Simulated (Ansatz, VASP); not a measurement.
## Ag2As in VASP and in Ansatz

```
As Ag
1.0
     1.33704   -0.77194    6.23622
     0.00000    1.54388    6.23622
    -1.33704   -0.77194    6.23622
As Ag
1 2
Cartesian
  0.0000 0.0000 0.0000
  0.0000 0.0000 4.1773
  0.0000 0.0000 14.5314
```

Change from the starting cell: volume scaled by 0.7, LAPW.

Alike in both runs: task single point; functional PBE; k mesh 13 × 13 × 13; occupations fermi-dirac, width 0.05 eV; no spin polarisation.

```csv
,VASP,Ansatz
version,VASP 6.6.1,Ansatz 0.2.0
potentials or method,"VASP PAW PBE potentials, release 64 (As, Ag), cutoff 520 eV","all-electron LAPW, scalar-relativistic"
```

```tsv
	VASP	Ansatz	Ansatz less VASP
pressure (GPa)	77.4	77.3	-0.11
rms of the force components (eV/Å)	0.026	0.002	-0.0234
```

Atom by atom the forces differ by 0.023 eV/Å (rms over components). Both programs put the cell under a high pressure, so it lies far from rest at this level. Ansatz ran all-electron here, and VASP with PAW potentials.

Noted on VASP's run: the cell as given lies far from equilibrium.
